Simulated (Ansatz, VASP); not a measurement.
# One calculation of BN, two programs

```xyz
2
Lattice="0.0000 1.8130 1.8130 1.8130 0.0000 1.8130 1.8130 1.8130 0.0000" Properties=species:S:1:pos:R:3 pbc="T T T"
B     0.0000    0.0000    0.0000
N     2.7195    2.7195    2.7195
```

Alike in both runs: task single point; functional PBE; k mesh 12 × 12 × 12; occupations gaussian, width 0.1 eV; no spin polarisation; Hubbard terms N p U = 1.9 eV.

|  | VASP | Ansatz |
| --- | --- | --- |
| version | VASP 6.6.1 | Ansatz 0.2.0 |
| potentials or method | VASP PAW PBE potentials, release 64 (B, N), cutoff 600 eV | scalar-relativistic, plane waves, PAW |
| valence electrons in the cell | 8 | 8 |

VASP gave:

* gap on the k mesh at the Fermi level (eV): 4.42
* least direct gap on the mesh (eV): 8.75
* pressure (GPa): 0.4

Problem. Which values does Ansatz return?

Solution. gap on the k mesh at the Fermi level (eV): 4.70; least direct gap on the mesh (eV): 8.96; pressure (GPa): -2.1.

The programs project onto different local orbitals, so the same U acts differently, and such runs can settle in different states.
